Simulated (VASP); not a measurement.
# VSi (Fm-3m) in VASP: notebook

Runs on VSi. Level: PBE. Tasks: single point, relaxation of cell and atoms.

Program: VASP 6.6.1. These are calculated values, not measurements. Logs are shortened: lines on timing, memory, paths and dates and some standing lists are left out, and cuts for length are marked.

## 1. The cell of the first run

It takes space group Fm-3m (No. 225, cubic). The conventional cell has a = 4.887 Å, b = 4.887 Å, c = 4.887 Å, α = 90.00°, β = 90.00°, γ = 90.00°. V (site symmetry m-3m) has 6 Si at 2.44 Å within 3.2 Å. Si (site symmetry m-3m) has 6 V at 2.44 Å within 3.2 Å.

## 2. Single point, PBE

File INCAR:

```
SYSTEM = VSi
ALGO = Normal ; EDIFF = 1E-7
ENCUT = 520 ; GGA = PE
ISIF = 2 ; ISMEAR = 0
LASPH = .TRUE. ; LCHARG = .FALSE.
LREAL = .FALSE. ; LWAVE = .FALSE.
NBANDS = 16 ; NELM = 60
PREC = Accurate ; SIGMA = 0.1
```

File KPOINTS:

```
k-points
0
G
  14 14 14
  0 0 0
```

File POSCAR:

```
VSi
1.0
    0.0000000000      2.4433899006      2.4433899006
    2.4433899006      0.0000000000      2.4433899006
    2.4433899006      2.4433899006      0.0000000000
V Si
1 1
Direct
    0.0000000000      0.0000000000      0.0000000000
    0.5000000000      0.5000000000      0.5000000000
```

Potentials or basis: VASP PAW PBE potentials, release 64 (V_sv, Si).

Run with:

```console
$ cat potpaw_PBE.64/V_sv/POTCAR potpaw_PBE.64/Si/POTCAR > POTCAR
$ mpirun -np 1 vasp_std > vasp.out
```

OUTCAR:

```text
SYSTEM = VSi
   EDIFF = 1E-7
   ENCUT = 520
   GGA = PE
   ISIF = 2
   ISMEAR = 0
   LASPH = .TRUE.
   LREAL = .FALSE.
   NELM = 60
   PREC = Accurate

 ion  position               nearest neighbor table
   1  0.000  0.000  0.000-   2 2.44   2 2.44   2 2.44   2 2.44   2 2.44   2 2.44
   2  0.500  0.500  0.500-   1 2.44   1 2.44   1 2.44   1 2.44   1 2.44   1 2.44

  LATTYP: Found a face centered cubic cell.
 ALAT       =     4.8867798012

  Lattice vectors:

 A1 = (   0.0000000000,   2.4433899006,   2.4433899006)
 A2 = (   2.4433899006,   0.0000000000,   2.4433899006)
 A3 = (   2.4433899006,   2.4433899006,   0.0000000000)

Analysis of symmetry for initial positions (statically):
=====================================================================
 Subroutine PRICEL returns:
 Original cell was already a primitive cell.

 Routine SETGRP: Setting up the symmetry group for a
 face centered cubic supercell.

 Subroutine GETGRP returns: Found 48 space group operations
 (whereof 48 operations were pure point group operations)
 out of a pool of 48 trial point group operations.

The static configuration has the point symmetry O_h .

Analysis of symmetry for dynamics (positions and initial velocities):
=====================================================================
 Subroutine PRICEL returns:
 Original cell was already a primitive cell.

 Routine SETGRP: Setting up the symmetry group for a
 face centered cubic supercell.

 Subroutine GETGRP returns: Found 48 space group operations
 (whereof 48 operations were pure point group operations)
 out of a pool of 48 trial point group operations.

The dynamic configuration has the point symmetry O_h .

 Subroutine INISYM returns: Found 48 space group operations
 (whereof 48 operations are pure point group operations),
 and found     1 'primitive' translations

----------------------------------------------------------------------------------------

                                     Primitive cell

  volume of cell :      29.1748

  direct lattice vectors                    reciprocal lattice vectors
     0.000000000  2.443389901  2.443389901    -0.204633734  0.204633734  0.204633734
     2.443389901  0.000000000  2.443389901     0.204633734 -0.204633734  0.204633734
     2.443389901  2.443389901  0.000000000     0.204633734  0.204633734 -0.204633734

  length of vectors
     3.455475136  3.455475136  3.455475136     0.354436025  0.354436025  0.354436025

  position of ions in fractional coordinates (direct lattice)
     0.000000000  0.000000000  0.000000000
     0.500000000  0.500000000  0.500000000

  ion indices of the primitive-cell ions
   primitive index   ion index
                 1           1
                 2           2

----------------------------------------------------------------------------------------

 KPOINTS: k-points

Automatic generation of k-mesh.
 Grid dimensions read from file:
 generate k-points for:   14   14   14

 Generating k-lattice:

  Cartesian coordinates                     Fractional coordinates (reciprocal lattice)
    -0.014616695  0.014616695  0.014616695     0.071428571  0.000000000  0.000000000
     0.014616695 -0.014616695  0.014616695     0.000000000  0.071428571  0.000000000
     0.014616695  0.014616695 -0.014616695     0.000000000  0.000000000  0.071428571

  Length of vectors
     0.025316859  0.025316859  0.025316859

  Shift w.r.t. Gamma in fractional coordinates (k-lattice)
     0.000000000  0.000000000  0.000000000

 Subroutine IBZKPT returns following result:
 ===========================================

 Found    104 irreducible k-points:

 Following reciprocal coordinates:
            Coordinates               Weight
  0.000000  0.000000  0.000000      1.000000
  0.071429  0.000000  0.000000      8.000000
  0.142857  0.000000  0.000000      8.000000
  0.214286  0.000000  0.000000      8.000000
  0.285714  0.000000  0.000000      8.000000
  0.357143  0.000000  0.000000      8.000000
[... 16 lines left out ...]
  0.214286  0.142857  0.000000     24.000000
  0.285714  0.142857  0.000000     24.000000
 [... further k-points ...]
   k-points           NKPTS =    104   k-points in BZ     NKDIM =    104   number of bands    NBANDS=     16
   number of dos      NEDOS =    301   number of ions     NIONS =      2
   total plane-waves  NPLWV =  21952
   dimension x,y,z NGX =    28 NGY =   28 NGZ =   28
   dimension x,y,z NGXF=    56 NGYF=   56 NGZF=   56
   ions per type =               1   1
   NGX,Y,Z   is equivalent  to a cutoff of  13.47, 13.47, 13.47 a.u.
   NGXF,Y,Z  is equivalent  to a cutoff of  26.94, 26.94, 26.94 a.u.
 SYSTEM =  VSi
   PREC   = accura    normal or accurate (medium, high low for compatibility)
   ISTART =      0    job   : 0-new  1-cont  2-samecut
   ICHARG =      2    charge: 1-file 2-atom 10-const
   ISPIN  =      1    spin polarized calculation?
   LNONCOLLINEAR =      F non collinear calculations
   LSORBIT =      F    spin-orbit coupling
   LASPH  =      T    aspherical Exc in radial PAW
   ENCUT  =  520.0 eV  38.22 Ry    6.18 a.u.   6.42  6.42  6.42*2*pi/ulx,y,z
   NELM   =     60;   NELMIN=  2; NELMDL= -5     # of ELM steps
   EDIFF  = 0.1E-06   stopping-criterion for ELM
   LREAL  =      F    real-space projection
   EDIFFG = 0.1E-05   stopping-criterion for IOM
   NSW    =      0    number of steps for IOM
   IBRION =     -1    ionic relax: 0-MD 1-quasi-New 2-CG
   NFREE  =      0    steps in history (QN), initial steepest desc. (CG)
   ISIF   =      2    stress and relaxation
   ISYM   =      2    0-nonsym 1-usesym 2-fastsym
   POTIM  = 0.5000    time-step for ionic-motion
   TEBEG  =    0.0;   TEEND  =   0.0 temperature during run
   PSTRESS=    0.0 pullay stress
   NELECT =      17.0000    total number of electrons
   NUPDOWN=      -1.0000    fix difference up-down
   EMIN   =  10.00;   EMAX   =-10.00  energy-range for DOS
   EFERMI =   0.00;   METHOD = LEGACY
   ISMEAR =     0;   SIGMA  =   0.10  broadening in eV -4-tet -1-fermi 0-gaus
   EFERMI_NEDOS =   21; number of points for ismear=-14 and -15
   IALGO  =     38    algorithm
   IMIX   =      4    mixing-type and parameters
     AMIX     =   0.40;   BMIX     =  1.00
     AMIX_MAG =   1.60;   BMIX_MAG =  1.00
  volume/ion in A,a.u.               =      14.59        98.44
  Fermi-wavevector in a.u.,A,eV,Ry     =   1.367377  2.583968 25.439094  1.869721
  Thomas-Fermi vector in A             =   2.493435
   LORBIT       =      0    0 simple, 1 ext, 2 COOP (PROOUT), +10 PAW based schemes
   GGA     = PE    functional components
   LHFCALC =     F    Hartree Fock is set to
   AEXX    =    0.0000 exact exchange contribution
   IVDW    =     0    specifies the selected vdW correction
   LEPSILON=     F    determine dielectric tensor
   LRPA    =     F    only Hartree local field effects (RPA)
 non-spin polarized calculation
 Gauss-broadening in eV      SIGMA  =   0.10
  energy-cutoff  :      520.00
  volume of cell :       29.17
 maximum number of plane-waves:       801
 NGX is ok and might be reduce to    28
   NGX = 13   NGY = 13   NGZ = 13

 number of electron      16.9999994 magnetization

 Free energy of the ion-electron system (eV)
  ---------------------------------------------------
  ext. energy  EPLUGINS =         0.00000000
  ---------------------------------------------------
  free energy    TOTEN  =       -14.42460904 eV

  energy without entropy =      -14.41478449  energy(sigma->0) =      -14.41969676

 E-fermi :   9.4229     XC(G=0): -11.7072

 val. band max:        9.4178447051   @ k =  -0.2857   0.0714   0.0000
 cond. band min:       9.4356770957   @ k =   0.2857   0.0714   0.0000
 fundamental gap:      0.0178323905
 Fermi energy:         9.4229046550

 k-point     1 :       0.0000    0.0000    0.0000
  band No.  band energies     occupation
      1     -54.9716      2.00000
      2     -28.8196      2.00000
      3     -28.8196      2.00000
      4     -28.8196      2.00000
      5      -1.7943      2.00000
      6       8.5071      2.00000
[... 8 lines left out ...]
     15      20.5888      0.00000
     16      20.5888      0.00000

 k-point     2 :       0.0714    0.0000    0.0000
  band No.  band energies     occupation
      1     -54.9712      2.00000
      2     -28.8238      2.00000
      3     -28.8202      2.00000
      4     -28.8202      2.00000
      5      -1.6968      2.00000
      6       8.3631      2.00000
[... 8 lines left out ...]
     15      20.5550      0.00000
     16      20.5550      0.00000

 k-point     3 :       0.1429    0.0000    0.0000
  band No.  band energies     occupation
      1     -54.9701      2.00000
      2     -28.8354      2.00000
      3     -28.8218      2.00000
      4     -28.8218      2.00000
      5      -1.4075      2.00000
      6       7.9217      2.00000
[... 8 lines left out ...]
     15      20.3526      0.00000
     16      20.3526      0.00000

 k-point     4 :       0.2143    0.0000    0.0000
  band No.  band energies     occupation
      1     -54.9686      2.00000
      2     -28.8522      2.00000
      3     -28.8241      2.00000
      4     -28.8241      2.00000
      5      -0.9356      2.00000
      6       7.1828      2.00000
[... 8 lines left out ...]
     15      19.7525      0.00000
     16      19.7525      0.00000

 k-point     5 :       0.2857    0.0000    0.0000
  band No.  band energies     occupation
      1     -54.9669      2.00000
      2     -28.8706      2.00000
      3     -28.8267      2.00000
      4     -28.8267      2.00000
      5      -0.2983      2.00000
      6       6.2097      2.00000
[... 8 lines left out ...]
     15      18.8520      0.00000
     16      18.8520      0.00000

 k-point     6 :       0.3571    0.0000    0.0000
  band No.  band energies     occupation
      1     -54.9654      2.00000
      2     -28.8872      2.00000
      3     -28.8290      2.00000
      4     -28.8290      2.00000
      5       0.4741      2.00000
      6       5.1225      2.00000
[... 8 lines left out ...]
     15      17.9449      0.00000
     16      17.9449      0.00000

 k-point     7 :       0.4286    0.0000    0.0000
  band No.  band energies     occupation
      1     -54.9643      2.00000
      2     -28.8986      2.00000
      3     -28.8306      2.00000
      4     -28.8306      2.00000
      5       1.3055      2.00000
      6       4.0744      2.00000
[... 8 lines left out ...]
     15      17.1847      0.00000
     16      17.1847      0.00000

 k-point     8 :       0.5000    0.0000    0.0000
  band No.  band energies     occupation
      1     -54.9640      2.00000
      2     -28.9027      2.00000
      3     -28.8312      2.00000
      4     -28.8312      2.00000
      5       1.8176      2.00000
      6       3.4857      2.00000
[... 8 lines left out ...]
     15      16.6998      0.00000
     16      16.6998      0.00000

 k-point     9 :       0.0714    0.0714    0.0000
  band No.  band energies     occupation
      1     -54.9711      2.00000
      2     -28.8237      2.00000
      3     -28.8212      2.00000
      4     -28.8212      2.00000
      5      -1.6648      2.00000
      6       8.4104      2.00000
[... 8 lines left out ...]
     15      20.4908      0.00000
     16      20.4908      0.00000
[... 172 lines left out ...]
 k-point    19 :      -0.2143    0.0714    0.0000
  band No.  band energies     occupation
      1     -54.9678      2.00000
      2     -28.8588      2.00000
      3     -28.8288      2.00000
      4     -28.8241      2.00000
      5      -0.6627      2.00000
      6       6.8716      2.00000
[... 8 lines left out ...]
     15      19.1571      0.00000
     16      19.3543      0.00000

 k-point    20 :      -0.1429    0.0714    0.0000
  band No.  band energies     occupation
      1     -54.9694      2.00000
      2     -28.8421      2.00000
      3     -28.8258      2.00000
      4     -28.8219      2.00000
      5      -1.1872      2.00000
      6       7.6904      2.00000
[... 8 lines left out ...]
     15      19.5397      0.00000
     16      20.3956      0.00000

 k-point    21 :      -0.0714    0.0714    0.0000
  band No.  band energies     occupation
      1     -54.9706      2.00000
      2     -28.8296      2.00000
      3     -28.8227      2.00000
      4     -28.8205      2.00000
      5      -1.5359      2.00000
      6       8.1955      2.00000
[... 8 lines left out ...]
     15      20.0638      0.00000
     16      20.6117      0.00000

 k-point    22 :       0.1429    0.1429    0.0000
  band No.  band energies     occupation
      1     -54.9697      2.00000
      2     -28.8348      2.00000
      3     -28.8254      2.00000
      4     -28.8254      2.00000
      5      -1.2865      2.00000
      6       7.7544      2.00000
[... 8 lines left out ...]
     15      20.3532      0.00000
     16      20.4297      0.00000

 k-point    23 :       0.2143    0.1429    0.0000
  band No.  band energies     occupation
      1     -54.9685      2.00000
      2     -28.8456      2.00000
      3     -28.8282      2.00000
      4     -28.8275      2.00000
      5      -0.9500      2.00000
      6       7.2790      2.00000
[... 8 lines left out ...]
     15      18.9800      0.00000
     16      20.4341      0.00000

 k-point    24 :       0.2857    0.1429    0.0000
  band No.  band energies     occupation
      1     -54.9671      2.00000
      2     -28.8605      2.00000
      3     -28.8311      2.00000
      4     -28.8301      2.00000
      5      -0.4443      2.00000
      6       6.6674      2.00000
[... 8 lines left out ...]
     15      17.9633      0.00000
     16      20.2843      0.00000

 [... further k-points ...]

------------------------ aborting loop because EDIFF is reached ----------------------------------------

  FORCE on cell =-STRESS in cart. coord.  units (eV):
  Direction    XX          YY          ZZ          XY          YZ          ZX
  --------------------------------------------------------------------------------------
  -------------------------------------------------------------------------------------
  Total        0.0212222      0.0212222      0.0212222      0.0000000     -0.0000000      0.0000000
  in kB        1.1654485      1.1654485      1.1654485      0.0000000     -0.0000000      0.0000000
  external PRESSURE =       1.1654485 kB  Pullay stress =       0.0000000 kB

 VOLUME and BASIS-vectors are now :
 -----------------------------------------------------------------------------
  energy-cutoff  :      520.00
  volume of cell :       29.17
      direct lattice vectors                 reciprocal lattice vectors
     0.000000000  2.443389901  2.443389901    -0.204633734  0.204633734  0.204633734
     2.443389901  0.000000000  2.443389901     0.204633734 -0.204633734  0.204633734
     2.443389901  2.443389901  0.000000000     0.204633734  0.204633734 -0.204633734

 POSITION                                       TOTAL-FORCE (eV/Angst)
 -----------------------------------------------------------------------------------
      0.00000      0.00000      0.00000        -0.000000      0.000000      0.000000
      2.44339      2.44339      2.44339         0.000000     -0.000000     -0.000000
 -----------------------------------------------------------------------------------
    total drift:                               -0.000000     -0.000000      0.000000

  FREE ENERGIE OF THE ION-ELECTRON SYSTEM (eV)
  ---------------------------------------------------
  free  energy   TOTEN  =       -14.4246090407 eV

  energy  without entropy=      -14.4147844883  energy(sigma->0) =      -14.41969676
```

Wall time 36 s (1 thread of Intel Xeon 6975P-C, shared host); peak memory 0.19 GiB.

Results:

```yaml
Free_energy: -14.4246 eV
Pressure: 0.1 GPa
```

## 3. Relaxation of cell and atoms, PBE

File INCAR:

```
PREC = Accurate ; ENCUT = 600
EDIFF = 1E-6 ; ISMEAR = 0
SIGMA = 0.1 ; LREAL = False
LASPH = True ; NELM = 60
ALGO = Normal ; ISIF = 3
LWAVE = False ; LCHARG = False
GGA = PE ; IBRION = 2
NSW = 80 ; EDIFFG = -0.01
```

File KPOINTS:

```
Automatic mesh
0
Gamma
  14 14 14
```

File POSCAR:

```
VSi
1.0
    0.0000000000      2.4425458500      2.4425458500
    2.4425458500      0.0000000000      2.4425458500
    2.4425458500      2.4425458500      0.0000000000
V Si
1 1
Direct
    0.0000000000      0.0000000000      0.0000000000
    0.5000000000      0.5000000000      0.5000000000
```

Potentials or basis: VASP PAW PBE potentials, release 64 (V_sv, Si).

Run with:

```console
$ cat potpaw_PBE.64/V_sv/POTCAR potpaw_PBE.64/Si/POTCAR > POTCAR
$ mpirun -np 1 vasp_std > vasp.out
```

It took 59 s on 1 thread of Intel Xeon 6975P-C, shared host; peak memory 0.2 GiB.

The run converged. Its results:

* Free energy: -14.4246 eV
* Relaxed volume: 14.60 Å³/atom
* Relaxed cell: a = 3.456 Å, b = 3.456 Å, c = 3.456 Å, α = 60.00°, β = 60.00°, γ = 60.00°
* Space group after relaxing (to 0.05 Å): Fm-3m (No. 225)
* Energy gained by relaxing: 0.0 meV/atom
* Ionic steps: 3
* Pressure after relaxing: 0.0 GPa

Final structure:
```yaml
crystal:
  lattice:
    - [0.00000, 2.44397, 2.44397]
    - [2.44397, 0.00000, 2.44397]
    - [2.44397, 2.44397, 0.00000]
  atoms:
    - { symbol: V, position: [0.00000, 0.00000, 0.00000] }
    - { symbol: Si, position: [0.50000, 0.50000, 0.50000] }
```

Levels at points of the mesh, in eV from the Fermi level:
| k point | band 6 | band 7 | band 8 | band 9 | band 10 | band 11 |
| --- | --- | --- | --- | --- | --- | --- |
| (0.00, 0.00, 0.00) | -0.91 | -0.91 | -0.91 | -0.62 | -0.62 | 3.56 |
| (0.50, 0.00, 0.00) | -5.93 | -2.46 | -2.46 | 0.71 | 0.71 | 1.58 |
| (0.50, 0.50, 0.00) | -4.29 | -2.54 | 0.07 | 0.11 | 0.11 | 1.07 |
